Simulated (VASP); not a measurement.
# YPt3F2 (P6/mmm) in VASP: further runs

YPt3F2 is run at these levels: PBE; tasks: single point, relaxation of cell and atoms.

All numbers are computed with VASP 6.6.1; they aren't measurements. Logs are shortened: lines on timing, memory, paths and dates and some standing lists are left out, and cuts for length are marked.

### Step 1. The cell of the first run

Symmetry: P6/mmm, No. 191, hexagonal system. The conventional cell has a = 4.890 Å, b = 4.890 Å, c = 5.532 Å, α = 90.00°, β = 90.00°, γ = 120.00°. Y (site symmetry 6/mmm) has 6 F at 2.82 Å and 12 Pt at 3.69 Å within 3.7 Å. Pt (site symmetry mmm) has 4 Pt at 2.45 Å and 4 F at 3.11 Å within 3.2 Å. F (site symmetry -6m2) has 3 Y at 2.82 Å and 3 F at 2.82 Å and 6 Pt at 3.11 Å within 3.7 Å.

The cell was generated, and may not be a known phase.

### Step 2. Single point, PBE

INCAR

```
SYSTEM = YPt3F2
PREC     = Accurate       ! precision mode
ENCUT    = 700            ! plane-wave cutoff, eV
EDIFF    = 1E-6           ! SCF threshold, eV
ISMEAR   = 0              ! smearing method
SIGMA    = 0.1            ! smearing width, eV
LREAL    = .FALSE.        ! projectors in reciprocal space
LASPH    = .TRUE.         ! aspherical terms in the spheres
NELM     = 120            ! most SCF steps
ALGO     = Normal         ! electronic algorithm
ISIF     = 2              ! what is computed and relaxed
LWAVE    = .FALSE.        ! write WAVECAR
LCHARG   = .FALSE.        ! write CHGCAR
GGA      = PE             ! functional
NBANDS   = 48             ! bands
GGA_COMPAT= .FALSE.
```

KPOINTS

```
Automatic mesh
0
G
  6 6 4
  0 0 0
```

POSCAR

```
YPt3F2
1.0
    4.8901678247      0.0000000000      0.0000000000
   -2.4450839123      4.2350095650      0.0000000000
    0.0000000000      0.0000000000      5.5315673415
Y Pt F
1 3 2
Direct
    0.0000000000      0.0000000000      0.0000000000
    0.5000000000      0.0000000000      0.5000000000
    0.5000000000      0.5000000000      0.5000000000
    0.0000000000      0.5000000000      0.5000000000
    0.3333333333      0.6666666667      0.0000000000
    0.6666666667      0.3333333333      0.0000000000
```

Potentials or basis: VASP PAW PBE potentials, release 64 (Y_sv, Pt_sv_GW, F).

Started as:

```bash
$ cat potpaw_PBE.64/Y_sv/POTCAR potpaw_PBE.64/Pt_sv_GW/POTCAR potpaw_PBE.64/F/POTCAR > POTCAR
$ mpirun -np 1 vasp_std > vasp.out
```

OUTCAR:

```text
SYSTEM = YPt3F2
   PREC = Accurate
   ENCUT = 700
   EDIFF = 1E-6
   ISMEAR = 0
   LREAL = .FALSE.
   LASPH = .TRUE.
   NELM = 120
   ISIF = 2
   GGA = PE

 ion  position               nearest neighbor table
   1  0.000  0.000  0.000-   5 2.82   6 2.82   6 2.82   5 2.82   6 2.82   5 2.82   2 3.69   2 3.69
                             2 3.69   2 3.69   4 3.69   4 3.69   4 3.69   4 3.69   3 3.69   3 3.69
   2  0.500  0.000  0.500-   3 2.45   3 2.45   4 2.45   4 2.45   1 3.69   1 3.69   1 3.69   1 3.69

   3  0.500  0.500  0.500-   4 2.45   4 2.45   2 2.45   2 2.45   1 3.69   1 3.69   1 3.69   1 3.69

   4  0.000  0.500  0.500-   3 2.45   3 2.45   2 2.45   2 2.45   1 3.69   1 3.69   1 3.69   1 3.69

   5  0.333  0.667  0.000-   1 2.82   1 2.82   1 2.82
   6  0.667  0.333  0.000-   1 2.82   1 2.82   1 2.82

  LATTYP: Found a hexagonal cell.
 ALAT       =     4.8901678247
 C/A-ratio  =     1.1311610439

  Lattice vectors:

 A1 = (   4.8901678247,   0.0000000000,   0.0000000000)
 A2 = (  -2.4450839123,   4.2350095650,   0.0000000000)
 A3 = (   0.0000000000,   0.0000000000,   5.5315673415)

Analysis of symmetry for initial positions (statically):
=====================================================================
 Subroutine PRICEL returns:
 Original cell was already a primitive cell.

 Routine SETGRP: Setting up the symmetry group for a
 hexagonal supercell.

 Subroutine GETGRP returns: Found 24 space group operations
 (whereof 24 operations were pure point group operations)
 out of a pool of 24 trial point group operations.

The static configuration has the point symmetry D_6h.

Analysis of symmetry for dynamics (positions and initial velocities):
=====================================================================
 Subroutine PRICEL returns:
 Original cell was already a primitive cell.

 Routine SETGRP: Setting up the symmetry group for a
 hexagonal supercell.

 Subroutine GETGRP returns: Found 24 space group operations
 (whereof 24 operations were pure point group operations)
 out of a pool of 24 trial point group operations.

The dynamic configuration has the point symmetry D_6h.

 Subroutine INISYM returns: Found 24 space group operations
 (whereof 24 operations are pure point group operations),
 and found     1 'primitive' translations

----------------------------------------------------------------------------------------

                                     Primitive cell

[... 95 lines left out ...]
   LREAL  =      F    real-space projection
   EDIFFG = 0.1E-04   stopping-criterion for IOM
   NSW    =      0    number of steps for IOM
   IBRION =     -1    ionic relax: 0-MD 1-quasi-New 2-CG
   NFREE  =      0    steps in history (QN), initial steepest desc. (CG)
   ISIF   =      2    stress and relaxation
   ISYM   =      2    0-nonsym 1-usesym 2-fastsym
   POTIM  = 0.5000    time-step for ionic-motion
   TEBEG  =    0.0;   TEEND  =   0.0 temperature during run
   PSTRESS=    0.0 pullay stress
   NELECT =      79.0000    total number of electrons
   NUPDOWN=      -1.0000    fix difference up-down
   EMIN   =  10.00;   EMAX   =-10.00  energy-range for DOS
   EFERMI =   0.00;   METHOD = LEGACY
   ISMEAR =     0;   SIGMA  =   0.10  broadening in eV -4-tet -1-fermi 0-gaus
   EFERMI_NEDOS =   21; number of points for ismear=-14 and -15
   IALGO  =     38    algorithm
   IMIX   =      4    mixing-type and parameters
     AMIX     =   0.40;   BMIX     =  1.00
     AMIX_MAG =   1.60;   BMIX_MAG =  1.00
  volume/ion in A,a.u.               =      19.09       128.85
  Fermi-wavevector in a.u.,A,eV,Ry     =   1.446356  2.733216 28.462632  2.091944
  Thomas-Fermi vector in A             =   2.564433
   LORBIT       =      0    0 simple, 1 ext, 2 COOP (PROOUT), +10 PAW based schemes
   GGA     = PE    functional components
   LHFCALC =     F    Hartree Fock is set to
   AEXX    =    0.0000 exact exchange contribution
   IVDW    =     0    specifies the selected vdW correction
   LEPSILON=     F    determine dielectric tensor
   LRPA    =     F    only Hartree local field effects (RPA)
 non-spin polarized calculation
 Gauss-broadening in eV      SIGMA  =   0.10
  energy-cutoff  :      700.00
  volume of cell :      114.56
 maximum number of plane-waves:      4858
   NGX = 21   NGY = 21   NGZ = 23

 number of electron      79.0000010 magnetization

 Free energy of the ion-electron system (eV)
  ---------------------------------------------------
  ext. energy  EPLUGINS =         0.00000000
  ---------------------------------------------------
  free energy    TOTEN  =       -33.14597255 eV

  energy without entropy =      -33.10907543  energy(sigma->0) =      -33.12752399

 E-fermi :   3.9834     XC(G=0): -10.7187

 val. band max:        3.9821417458   @ k =   0.3333   0.1667   0.0000
 cond. band min:       3.9852887248   @ k =   0.1667   0.1667   0.0000
 fundamental gap:      0.0031469790
 Fermi energy:         3.9833846563

 k-point     1 :       0.0000    0.0000    0.0000
  band No.  band energies     occupation
      1     -94.1321      2.00000
      2     -94.0365      2.00000
      3     -94.0365      2.00000
      4     -49.3328      2.00000
      5     -48.5979      2.00000
      6     -48.5979      2.00000
[... 1060 lines left out ...]
     47       7.1291      0.00000
     48       9.3120      0.00000

------------------------ aborting loop because EDIFF is reached ----------------------------------------

  FORCE on cell =-STRESS in cart. coord.  units (eV):
  Direction    XX          YY          ZZ          XY          YZ          ZX
  --------------------------------------------------------------------------------------
  -------------------------------------------------------------------------------------
  Total       -0.1641909     -0.1641909     -0.2794532     -0.0000000      0.0000000      0.0000000
  in kB       -2.2963241     -2.2963241     -3.9083485     -0.0000000      0.0000000      0.0000000
  external PRESSURE =      -2.8336656 kB  Pullay stress =       0.0000000 kB

 VOLUME and BASIS-vectors are now :
 -----------------------------------------------------------------------------
  energy-cutoff  :      700.00
  volume of cell :      114.56
      direct lattice vectors                 reciprocal lattice vectors
     4.890167825  0.000000000  0.000000000     0.204491959  0.118063488  0.000000000
    -2.445083912  4.235009565  0.000000000     0.000000000  0.236126976  0.000000000
     0.000000000  0.000000000  5.531567341     0.000000000  0.000000000  0.180780589

 POSITION                                       TOTAL-FORCE (eV/Angst)
 -----------------------------------------------------------------------------------
      0.00000      0.00000      0.00000         0.000000     -0.000000     -0.000000
      2.44508      0.00000      2.76578         0.000000     -0.000000     -0.000000
      1.22254      2.11750      2.76578         0.000000     -0.000000     -0.000000
     -1.22254      2.11750      2.76578         0.000000     -0.000000     -0.000000
     -0.00000      2.82334      0.00000        -0.000000     -0.000000     -0.000000
      2.44508      1.41167      0.00000        -0.000000      0.000000      0.000000
 -----------------------------------------------------------------------------------
    total drift:                               -0.000000     -0.000000     -0.000000

  FREE ENERGIE OF THE ION-ELECTRON SYSTEM (eV)
  ---------------------------------------------------
  free  energy   TOTEN  =       -33.1459725533 eV

  energy  without entropy=      -33.1090754298  energy(sigma->0) =      -33.12752399
```

It took 99 s on 1 thread of Intel Xeon 6975P-C (Granite Rapids), shared host; peak memory 0.38 GiB.

What came out:

* Free energy: -33.1460 eV
* Pressure: -0.3 GPa
* Band gap on the k mesh: zero (an odd number of electrons rules out a gap without spin polarisation)

Levels at points of the mesh, in eV from the Fermi level:
```
           k point  band 38  band 39  band 40  band 41  band 42  band 43
(0.00, 0.00, 0.00)     0.28     0.28     2.63     2.75     2.75     2.93
(0.50, 0.00, 0.00)    -1.28    -0.52    -0.30     0.21     1.94     1.96
(0.00, 0.00, 0.50)     0.08     0.31     0.31     1.47     1.47     2.58
(0.50, 0.00, 0.50)    -0.66    -0.65    -0.35     0.21     2.35     2.54
```

Caveat: spin-orbit coupling is left out, which moves the levels of the heavy elements.

### Step 3. Single point, PBE

INCAR

```
PREC = Accurate
ENCUT = 700
EDIFF = 1E-6
ISMEAR = 0
SIGMA = 0.1
LREAL = False
LASPH = True
NELM = 120
ALGO = Normal
ISIF = 2
LWAVE = False
LCHARG = True
GGA = PE
LELF = True
LVHAR = True
NBANDS = 48
GGA_COMPAT = False
```

KPOINTS

```
Automatic mesh
0
Gamma
  3 3 6
```

POSCAR: that of step 2 with these lines changed.

```diff
@@ -2,5 +2,5 @@
 1.0
-    4.8901678247      0.0000000000      0.0000000000
-   -2.4450839123      4.2350095650      0.0000000000
-    0.0000000000      0.0000000000      5.5315673415
+    4.9027122349     -0.0000000024      0.0000000000
+   -2.4513561153      4.2458733441      0.0000000000
+    0.0000000000      0.0000000000      5.4988184563
 Y Pt F
```

Potentials or basis: VASP PAW PBE potentials, release 64 (Y_sv, Pt_sv_GW, F).

Started as:

```bash
$ cat potpaw_PBE.64/Y_sv/POTCAR potpaw_PBE.64/Pt_sv_GW/POTCAR potpaw_PBE.64/F/POTCAR > POTCAR
$ mpirun -np 1 vasp_std > vasp.out
```

Wall time 2.8 min (1 thread of Intel Xeon Platinum 8375C at 2.90GHz (Ice Lake), shared host); peak memory 0.34 GiB.

Results (log left out):

- Free energy: -32.6930 eV
- Pressure: -0.2 GPa
- Band gap on the k mesh: zero (an odd number of electrons rules out a gap without spin polarisation)

Levels at points of the mesh, in eV from the Fermi level:
```
           k point  band 36  band 37  band 38  band 39  band 40  band 41  band 42  band 43
(0.00, 0.00, 0.00)    -0.24    -0.16     0.18     0.18     2.80     2.91     2.91     2.99
(0.00, 0.00, 0.50)    -0.27    -0.16     0.21     0.21     0.24     1.61     1.61     2.74
```

Caveat: the k points lie up to 0.49 Å⁻¹ apart, too coarse for converged energies and pressures of a metal; spin-orbit coupling is left out, which moves the levels of the heavy elements.

### Step 4. Relaxation of cell and atoms, PBE

This run uses another cell than the first one, of 15.31 Å³/atom.

INCAR

```
PREC = Accurate ; ENCUT = 700
EDIFF = 1E-7 ; ISMEAR = 0
SIGMA = 0.1 ; LREAL = False
LASPH = True ; NELM = 120
ALGO = Normal ; ISIF = 3
LWAVE = False ; LCHARG = False
GGA = PE ; IBRION = 2
NSW = 90 ; EDIFFG = -0.04
GGA_COMPAT = False ; NELMIN = 4
```

KPOINTS

```
regular mesh
0
Gamma
  3 3 6
```

POSCAR

```
YPt3F2
1.0
    5.7815834900      0.0000000000      0.0000000000
   -2.8907917400      5.0069981700      0.0000000000
    0.0000000000      0.0000000000      3.1738097700
Y Pt F
1 3 2
Direct
    0.0000000000      0.0000000000      0.0000000000
    0.5000000000      0.0000000000      0.5000000000
    0.5000000000      0.5000000000      0.5000000000
    0.0000000000      0.5000000000      0.5000000000
    0.3333333300      0.6666666700      0.0000000000
    0.6666666700      0.3333333300      0.0000000000
```

Started as:

```bash
$ cat potpaw_PBE.64/Y_sv/POTCAR potpaw_PBE.64/Pt_sv_GW/POTCAR potpaw_PBE.64/F/POTCAR > POTCAR
$ mpirun -np 1 vasp_std > vasp.out
```

It took 26 min on 1 thread of Intel Xeon Platinum 8259CL at 2.50GHz (Skylake/Cascade Lake), shared host; peak memory 0.34 GiB.

Results (log left out):

* Free energy: -31.7771 eV
* Relaxed volume: 17.18 Å³/atom
* Relaxed cell: a = 5.026 Å, b = 5.026 Å, c = 4.712 Å, α = 90.00°, β = 90.00°, γ = 120.00°
* Space group after relaxing (to 0.1 Å): P6/mmm (No. 191)
* Pressure after relaxing: 0.0 GPa
* Band gap on the k mesh: zero (an odd number of electrons rules out a gap without spin polarisation)

Final structure:
```cif
data_structure
_symmetry_space_group_name_H-M 'P 1'
_symmetry_Int_Tables_number 1
_cell_length_a 5.0264
_cell_length_b 5.0264
_cell_length_c 4.7116
_cell_angle_alpha 90.000
_cell_angle_beta 90.000
_cell_angle_gamma 120.000
_cell_volume 103.09
loop_
_atom_site_label
_atom_site_type_symbol
_atom_site_fract_x
_atom_site_fract_y
_atom_site_fract_z
_atom_site_occupancy
Y1 Y 0.00000 0.00000 0.00000 1
Pt1 Pt 0.50000 0.00000 0.50000 1
Pt2 Pt 0.50000 0.50000 0.50000 1
Pt3 Pt 0.00000 0.50000 0.50000 1
F1 F 0.33333 0.66667 0.00000 1
F2 F 0.66667 0.33333 0.00000 1
```

Levels at points of the mesh, in eV from the Fermi level:
```
           k point  band 35  band 36  band 37  band 38  band 39  band 40  band 41  band 42  band 43  band 44
(0.00, 0.00, 0.00)    -0.34    -0.16    -0.16     0.07     0.07     2.60     2.72     3.37     3.37     3.65
(0.00, 0.00, 0.50)    -0.40    -0.36     0.12     0.15     0.15     0.55     0.84     0.84     2.60     2.82
```

Caveat: the k points lie up to 0.48 Å⁻¹ apart in the final cell, too coarse for converged energies and pressures of a metal; a cell axis changed by over 15 % at a fixed basis, so the end point is rough; spin-orbit coupling is left out, which moves the levels of the heavy elements.

### Step 5. Summary

| task | cell | k mesh | gap on the mesh (eV) | pressure (GPa) |
| --- | --- | --- | --- | --- |
| single point | a = 4.890, b = 4.890, c = 5.532 Å, angles 90.0, 90.0, 120.0°, 6 atoms | 6 × 6 × 4 | none | -0.3 |
| single point | a = 4.903, b = 4.903, c = 5.499 Å, angles 90.0, 90.0, 120.0°, 6 atoms | 3 × 3 × 6 | none | -0.2 |
| relaxation of cell and atoms | relaxed from a = 5.782, b = 5.782, c = 3.174 Å, angles 90.0, 90.0, 120.0°, 6 atoms | 3 × 3 × 6 | none | 0.0 |

Alike in all rows: level PBE; potentials or basis VASP PAW PBE potentials, release 64 (Y_sv, Pt_sv_GW, F); no spin polarisation; cutoff (eV) 700; smearing gaussian 0.1 eV.

Caveats: some runs use coarse meshes; spin-orbit coupling is left out, which moves the levels of the heavy elements; a cell axis changed by over 15 % at a fixed basis, so the end point is rough (at least some runs).

Total energies depend on the potentials used, so only differences within one code and one set of settings carry meaning.

The gap in the log of VASP goes by the Fermi energy; the results here count the filled bands.